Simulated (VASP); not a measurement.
# W3C in VASP: single point with LDA

Aim: the single point of W3C with LDA.

All numbers are computed with VASP 6.6.1; they aren't measurements. Logs are shortened: lines on timing, memory, paths and dates and some standing lists are left out, and cuts for length are marked.

## (1) The cell of the first run

The cell holds a slab with vacuum, 4 atoms: a = 2.809 Å, b = 2.809 Å, c = 19.357 Å, α = 90.00°, β = 90.00°, γ = 90.00°.

## (2) Single point, LDA

Contents of INCAR:

```
SYSTEM = W3C
  ALGO = Normal
  DIPOL = 0.5 0.5 0.350
  EDIFF = 1E-6
  ENCUT = 520
  GGA = CA
  IDIPOL = 3
  ISIF = 2
  ISMEAR = 0
  LASPH = .TRUE.
  LCHARG = .FALSE.
  LDIPOL = .TRUE.
  LREAL = .FALSE.
  LWAVE = .FALSE.
  NBANDS = 31
  NELM = 100
  PREC = Accurate
  SIGMA = 0.1
```

Contents of KPOINTS:

```
k-points
0
G
  9 9 1
  0 0 0
```

Contents of POSCAR:

```
W3C
1.0
    2.8093052381      0.0000000000      0.0000000000
    0.0000000000      2.8093052381      0.0000000000
    0.0000000000      0.0000000000     19.3572602846
W C
3 1
Direct
    0.5000000000      0.5000000000      0.2066408129
    0.0000000000      0.0000000000      0.3062710168
    0.5000000000      0.5000000000      0.4059076630
    0.6666666667      0.8333333333      0.4817850522
```

Potentials or basis: VASP PAW LDA potentials, release 64 (W_sv, C).

On the command line:

```bash
$ cat potpaw_LDA.64/W_sv/POTCAR potpaw_LDA.64/C/POTCAR > POTCAR
$ mpirun -np 1 vasp_std > vasp.out
```

OUTCAR:

```text
SYSTEM = W3C
   EDIFF = 1E-6
   ENCUT = 520
   GGA = CA
   ISIF = 2
   ISMEAR = 0
   LASPH = .TRUE.
   LREAL = .FALSE.
   NELM = 100
   PREC = Accurate

 ion  position               nearest neighbor table
   1  0.500  0.500  0.207-   2 2.77   2 2.77   2 2.77   2 2.77
   2  0.000  0.000  0.306-   1 2.77   1 2.77   1 2.77   1 2.77   3 2.77   3 2.77   3 2.77   3 2.77

   3  0.500  0.500  0.406-   4 1.80   4 2.43   2 2.77   2 2.77   2 2.77   2 2.77
   4  0.667  0.833  0.482-   3 1.80   3 2.43

  LATTYP: Found a simple tetragonal cell.
 ALAT       =     2.8093052381
 C/A-ratio  =     6.8904083551

  Lattice vectors:

 A1 = (   2.8093052381,   0.0000000000,   0.0000000000)
 A2 = (   0.0000000000,   2.8093052381,   0.0000000000)
 A3 = (   0.0000000000,   0.0000000000,  19.3572602846)

Analysis of symmetry for initial positions (statically):
=====================================================================
 Subroutine PRICEL returns:
 Original cell was already a primitive cell.

 Routine SETGRP: Setting up the symmetry group for a
 simple tetragonal supercell.

 Subroutine GETGRP returns: Found  1 space group operations
 (whereof  1 operations were pure point group operations)
 out of a pool of 16 trial point group operations.

The static configuration has the point symmetry C_1 .

Analysis of symmetry for dynamics (positions and initial velocities):
=====================================================================
 Subroutine PRICEL returns:
 Original cell was already a primitive cell.

 Routine SETGRP: Setting up the symmetry group for a
 simple tetragonal supercell.

 Subroutine GETGRP returns: Found  1 space group operations
 (whereof  1 operations were pure point group operations)
 out of a pool of 16 trial point group operations.

The dynamic configuration has the point symmetry C_1 .

 Subroutine INISYM returns: Found  1 space group operations
 (whereof  1 operations are pure point group operations),
 and found     1 'primitive' translations

----------------------------------------------------------------------------------------

                                     Primitive cell

  volume of cell :     152.7713

  direct lattice vectors                    reciprocal lattice vectors
     2.809305238  0.000000000  0.000000000     0.355959896  0.000000000  0.000000000
     0.000000000  2.809305238  0.000000000     0.000000000  0.355959896  0.000000000
     0.000000000  0.000000000 19.357260285     0.000000000  0.000000000  0.051660203

  length of vectors
     2.809305238  2.809305238 19.357260285     0.355959896  0.355959896  0.051660203

  position of ions in fractional coordinates (direct lattice)
     0.500000000  0.500000000  0.206640813
     0.000000000  0.000000000  0.306271017
     0.500000000  0.500000000  0.405907663
     0.666666667  0.833333333  0.481785052

  ion indices of the primitive-cell ions
   primitive index   ion index
                 1           1
                 2           2
                 3           3
                 4           4

----------------------------------------------------------------------------------------

 KPOINTS: k-points

Automatic generation of k-mesh.
 Grid dimensions read from file:
 generate k-points for:    9    9    1

 Generating k-lattice:

  Cartesian coordinates                     Fractional coordinates (reciprocal lattice)
     0.039551100  0.000000000  0.000000000     0.111111111  0.000000000  0.000000000
     0.000000000  0.039551100  0.000000000     0.000000000  0.111111111  0.000000000
     0.000000000  0.000000000  0.051660203     0.000000000  0.000000000  1.000000000

  Length of vectors
     0.039551100  0.039551100  0.051660203

  Shift w.r.t. Gamma in fractional coordinates (k-lattice)
     0.000000000  0.000000000  0.000000000

 Subroutine IBZKPT returns following result:
 ===========================================

 Found     41 irreducible k-points:

 Following reciprocal coordinates:
            Coordinates               Weight
  0.000000  0.000000  0.000000      1.000000
  0.111111  0.000000  0.000000      2.000000
  0.000000  0.111111  0.000000      2.000000
  0.222222  0.000000  0.000000      2.000000
  0.000000  0.222222  0.000000      2.000000
  0.333333  0.000000  0.000000      2.000000
[... 16 lines left out ...]
  0.111111  0.444444  0.000000      2.000000
  0.222222  0.222222  0.000000      2.000000
 [... further k-points ...]
   k-points           NKPTS =     41   k-points in BZ     NKDIM =     41   number of bands    NBANDS=     31
   number of dos      NEDOS =    301   number of ions     NIONS =      4
   total plane-waves  NPLWV =  82944
   dimension x,y,z NGX =    24 NGY =   24 NGZ =  144
   dimension x,y,z NGXF=    48 NGYF=   48 NGZF=  288
   ions per type =               3   1
   NGX,Y,Z   is equivalent  to a cutoff of  14.20, 14.20, 12.37 a.u.
   NGXF,Y,Z  is equivalent  to a cutoff of  28.40, 28.40, 24.73 a.u.
 SYSTEM =  W3C
   PREC   = accura    normal or accurate (medium, high low for compatibility)
   ISTART =      0    job   : 0-new  1-cont  2-samecut
   ICHARG =      2    charge: 1-file 2-atom 10-const
   ISPIN  =      1    spin polarized calculation?
   LNONCOLLINEAR =      F non collinear calculations
   LSORBIT =      F    spin-orbit coupling
   LASPH  =      T    aspherical Exc in radial PAW
   ENCUT  =  520.0 eV  38.22 Ry    6.18 a.u.   5.22  5.22 35.99*2*pi/ulx,y,z
   NELM   =    100;   NELMIN=  2; NELMDL= -5     # of ELM steps
   EDIFF  = 0.1E-05   stopping-criterion for ELM
   LREAL  =      F    real-space projection
   EDIFFG = 0.1E-04   stopping-criterion for IOM
   NSW    =      0    number of steps for IOM
   IBRION =     -1    ionic relax: 0-MD 1-quasi-New 2-CG
   NFREE  =      0    steps in history (QN), initial steepest desc. (CG)
   ISIF   =      2    stress and relaxation
   ISYM   =      2    0-nonsym 1-usesym 2-fastsym
   POTIM  = 0.5000    time-step for ionic-motion
   TEBEG  =    0.0;   TEEND  =   0.0 temperature during run
   PSTRESS=    0.0 pullay stress
   NELECT =      46.0000    total number of electrons
   NUPDOWN=      -1.0000    fix difference up-down
   EMIN   =  10.00;   EMAX   =-10.00  energy-range for DOS
   EFERMI =   0.00;   METHOD = LEGACY
   ISMEAR =     0;   SIGMA  =   0.10  broadening in eV -4-tet -1-fermi 0-gaus
   EFERMI_NEDOS =   21; number of points for ismear=-14 and -15
   IALGO  =     38    algorithm
   IMIX   =      4    mixing-type and parameters
     AMIX     =   0.40;   BMIX     =  1.00
     AMIX_MAG =   1.60;   BMIX_MAG =  1.00
  volume/ion in A,a.u.               =      38.19       257.74
  Fermi-wavevector in a.u.,A,eV,Ry     =   1.097270  2.073540 16.381436  1.204002
  Thomas-Fermi vector in A             =   2.233627
   LORBIT       =      0    0 simple, 1 ext, 2 COOP (PROOUT), +10 PAW based schemes
   GGA     = CA    functional components
   LHFCALC =     F    Hartree Fock is set to
   AEXX    =    0.0000 exact exchange contribution
   IVDW    =     0    specifies the selected vdW correction
   LEPSILON=     F    determine dielectric tensor
   LRPA    =     F    only Hartree local field effects (RPA)
 non-spin polarized calculation
 Gauss-broadening in eV      SIGMA  =   0.10
  energy-cutoff  :      520.00
  volume of cell :      152.77
 maximum number of plane-waves:      4159
 NGX is ok and might be reduce to    24
   NGX = 11   NGY = 11   NGZ = 71

 dipolmoment           0.000000      0.000000     -0.395384 electrons x Angstroem

 number of electron      46.0000006 magnetization

 dipolmoment           0.000000      0.000000      0.086097 electrons x Angstroem

 Free energy of the ion-electron system (eV)
  ---------------------------------------------------
  ext. energy  EPLUGINS =         0.00000000
  ---------------------------------------------------
  free energy    TOTEN  =       -44.97508977 eV

  energy without entropy =      -44.94939372  energy(sigma->0) =      -44.96224175

 E-fermi :  -0.0235     XC(G=0):  -5.9400

 val. band max:       -0.0382531251   @ k =   0.1111   0.1111   0.0000
 cond. band min:      -0.0168418640   @ k =  -0.2222   0.2222   0.0000
 fundamental gap:      0.0214112611
 Fermi energy:        -0.0235210272

 k-point     1 :       0.0000    0.0000    0.0000
  band No.  band energies     occupation
      1     -73.3235      2.00000
      2     -73.0615      2.00000
      3     -72.8608      2.00000
      4     -38.2073      2.00000
      5     -37.7439      2.00000
      6     -37.4975      2.00000
[... 23 lines left out ...]
     30       3.9018      0.00000
     31       4.0144      0.00000

 k-point     2 :       0.1111    0.0000    0.0000
  band No.  band energies     occupation
      1     -73.3171      2.00000
      2     -73.0557      2.00000
      3     -72.8572      2.00000
      4     -38.1857      2.00000
      5     -37.7969      2.00000
      6     -37.5183      2.00000
[... 23 lines left out ...]
     30       3.7716      0.00000
     31       4.1326      0.00000

 k-point     3 :       0.0000    0.1111    0.0000
  band No.  band energies     occupation
      1     -73.3171      2.00000
      2     -73.0557      2.00000
      3     -72.8571      2.00000
      4     -38.1860      2.00000
      5     -37.7981      2.00000
      6     -37.5271      2.00000
[... 23 lines left out ...]
     30       3.8573      0.00000
     31       4.2379      0.00000

 k-point     4 :       0.2222    0.0000    0.0000
  band No.  band energies     occupation
      1     -73.3008      2.00000
      2     -73.0410      2.00000
      3     -72.8482      2.00000
      4     -38.1477      2.00000
      5     -37.9555      2.00000
      6     -37.6392      2.00000
[... 23 lines left out ...]
     30       3.7168      0.00000
     31       3.9771      0.00000

 k-point     5 :       0.0000    0.2222    0.0000
  band No.  band energies     occupation
      1     -73.3008      2.00000
      2     -73.0410      2.00000
      3     -72.8476      2.00000
      4     -38.1517      2.00000
      5     -37.9577      2.00000
      6     -37.6624      2.00000
[... 23 lines left out ...]
     30       3.7075      0.00000
     31       4.5646      0.00000
[... 542 lines left out ...]
     30       4.7866      0.00000
     31       5.2910      0.00000

 k-point    22 :      -0.4444    0.1111    0.0000
  band No.  band energies     occupation
      1     -73.2648      2.00000
      2     -73.0077      2.00000
      3     -72.8262      2.00000
      4     -38.2721      2.00000
      5     -38.2161      2.00000
      6     -37.9036      2.00000
[... 23 lines left out ...]
     30       4.7251      0.00000
     31       5.4598      0.00000

 k-point    23 :       0.1111    0.4444    0.0000
  band No.  band energies     occupation
      1     -73.2648      2.00000
      2     -73.0077      2.00000
      3     -72.8250      2.00000
      4     -38.2785      2.00000
      5     -38.2339      2.00000
      6     -37.9935      2.00000
[... 23 lines left out ...]
     30       4.9253      0.00000
     31       5.1641      0.00000

 k-point    24 :       0.2222    0.2222    0.0000
  band No.  band energies     occupation
      1     -73.2800      2.00000
      2     -73.0212      2.00000
      3     -72.8327      2.00000
      4     -38.0852      2.00000
      5     -37.9210      2.00000
      6     -37.7773      2.00000
[... 23 lines left out ...]
     30       3.4140      0.00000
     31       4.5874      0.00000

 [... further k-points ...]

------------------------ aborting loop because EDIFF is reached ----------------------------------------

 vacuum level on the upper side and lower side of the slab       (xc-potential included)         0.951        -0.968

  FORCE on cell =-STRESS in cart. coord.  units (eV):
  Direction    XX          YY          ZZ          XY          YZ          ZX
  --------------------------------------------------------------------------------------
  -------------------------------------------------------------------------------------
  Total       -1.7840823     -2.4807361      2.1904100      1.3321170      1.5348668      0.9325350
  in kB      -18.7104284    -26.0165322     22.9717593     13.9704763     16.0967990      9.7798899
  external PRESSURE =      -7.2517338 kB  Pullay stress =       0.0000000 kB

 VOLUME and BASIS-vectors are now :
 -----------------------------------------------------------------------------
  energy-cutoff  :      520.00
  volume of cell :      152.77
      direct lattice vectors                 reciprocal lattice vectors
     2.809305238  0.000000000  0.000000000     0.355959896  0.000000000  0.000000000
     0.000000000  2.809305238  0.000000000     0.000000000  0.355959896  0.000000000
     0.000000000  0.000000000 19.357260285     0.000000000  0.000000000  0.051660203

 POSITION                                       TOTAL-FORCE (eV/Angst)
 -----------------------------------------------------------------------------------
      1.40465      1.40465      4.00000         0.058267      0.085153     -0.238842
      0.00000      0.00000      5.92857         0.040413      0.202578     -0.550510
      1.40465      1.40465      7.85726        -0.939875     -1.822794      0.624991
      1.87287      2.34109      9.32604         0.841195      1.535062      0.164361
 -----------------------------------------------------------------------------------
    total drift:                               -0.000011      0.000033      0.000266

  FREE ENERGIE OF THE ION-ELECTRON SYSTEM (eV)
  ---------------------------------------------------
  free  energy   TOTEN  =       -44.9750897723 eV

  energy  without entropy=      -44.9493937198  energy(sigma->0) =      -44.96224175

 vacuum level on the upper side and lower side of the slab         6.754         4.761
```

It took 4.3 min on 1 thread of Intel Xeon 6975P-C (Granite Rapids), shared host; peak memory 0.32 GiB.

What came out:

| Item | Value |
| --- | --- |
| Free energy | -44.9751 eV |
| Largest force | 2.144 eV/Å |
| Band gap on the k mesh | zero (bands 23 and 24 overlap by 1.15 eV) |

Forces in eV/Å, atoms in the order of the input:
```
W    0.058  0.085 -0.239
W    0.040  0.203 -0.551
W   -0.940 -1.823  0.625
C    0.841  1.535  0.164
```

Caveat: spin-orbit coupling is left out, which moves the levels of the heavy elements.

The gap in the log of VASP goes by the Fermi energy; the results here count the filled bands.